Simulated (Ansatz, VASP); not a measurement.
# One calculation of PbF2, two programs

```
Pb F
1.0
     0.00000    2.94377    2.94377
     2.94377    0.00000    2.94377
     2.94377    2.94377    0.00000
Pb F
1 2
Direct
  0.00000 0.00000 0.00000
  0.75000 0.75000 0.75000
  0.25000 0.25000 0.25000
```

Alike in both runs: task single point; functional PBEsol; k mesh 8 × 8 × 8; occupations fermi-dirac, width 0.05 eV; no spin polarisation.

|  | VASP | Ansatz |
| --- | --- | --- |
| version | VASP 6.6.1 | Ansatz 0.2.0 |
| potentials or method | VASP PAW PBE potentials, release 64 (Pb_d, F) | Ansatz PAW |
| plane-wave cutoff (eV) | 520 | 420 |
| valence electrons in the cell | 28 | 28 |

VASP gave:

* gap on the k mesh at the Fermi level (eV): 4.30
* least direct gap on the mesh (eV): 4.45
* pressure (GPa): 0.2

Task: Which values does Ansatz return?

Result: gap on the k mesh at the Fermi level (eV): 4.30; least direct gap on the mesh (eV): 4.46; pressure (GPa): 0.4.

VASP's potentials were made for PBE, not for PBEsol. With one functional, cell and mesh, what is left measures potentials, basis and numerics.

Neither program's run includes spin-orbit coupling.
